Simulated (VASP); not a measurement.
Set up this calculation in VASP 6.6.1, as the native input.

```
Task                   : single point
Functional             : PBE
Potentials or basis    : VASP PAW PBE potentials, release 64 (Si, C)
Cutoff                 : 520 eV
k mesh                 : 6 × 6 × 4
Occupations            : gaussian, width 0.1 eV
Spin                   : no spin polarisation
Dipole correction      : no
Further INCAR settings : ALGO = Normal; EDIFF = 1e-07; NBANDS = 18
```

The structure of Si3C2 lies in POSCAR:

```
Si3C2
1.0
    4.7564768133     -0.0000000033      0.0000000000
   -2.3782384038      4.1192297545      0.0000000000
    0.0000000000      0.0000000000      2.7635096153
Si C
3 2
Direct
    0.3590167296      0.0000000000      0.0000000000
    0.0000000000      0.3590167296      0.0000000000
    0.6409832704      0.6409832704      0.0000000000
    0.3333333333      0.6666666667      0.5000000000
    0.6666666667      0.3333333333      0.5000000000
```

The cell was generated, and may not be a known phase.

The input as run:

INCAR

```
ALGO     = Normal         # electronic algorithm
EDIFF    = 1E-7           # SCF threshold, eV
ENCUT    = 520            # plane-wave cutoff, eV
GGA      = PE             # functional
ISIF     = 2              # what is computed and relaxed
ISMEAR   = 0              # smearing method
LASPH    = True           # aspherical terms in the spheres
LCHARG   = False          # write CHGCAR
LREAL    = False          # projectors in reciprocal space
LWAVE    = False          # write WAVECAR
NBANDS   = 18             # bands
NELM     = 100            # most SCF steps
PREC     = Accurate       # precision mode
SIGMA    = 0.1            # smearing width, eV
```

KPOINTS

```
k-points
0
Gamma
  6 6 4
```

Potentials or basis: VASP PAW PBE potentials, release 64 (Si, C).

Command:

```sh
$ cat potpaw_PBE.64/Si/POTCAR potpaw_PBE.64/C/POTCAR > POTCAR
$ mpirun -np 1 vasp_std > vasp.out
```

It gave:

```
Pressure               : 0.0 GPa
Largest force          : 0.007 eV/Å
Band gap on the k mesh : zero (bands 10 and 11 overlap by 4.71 eV)
```

Caveat: the k points lie up to 0.57 Å⁻¹ apart, too coarse for converged energies and pressures of a metal.

Wall time 11 s on 1 thread of Intel(R) Xeon(R) Platinum 8488C (Sapphire Rapids) (shared host), peak memory 0.16 GiB.
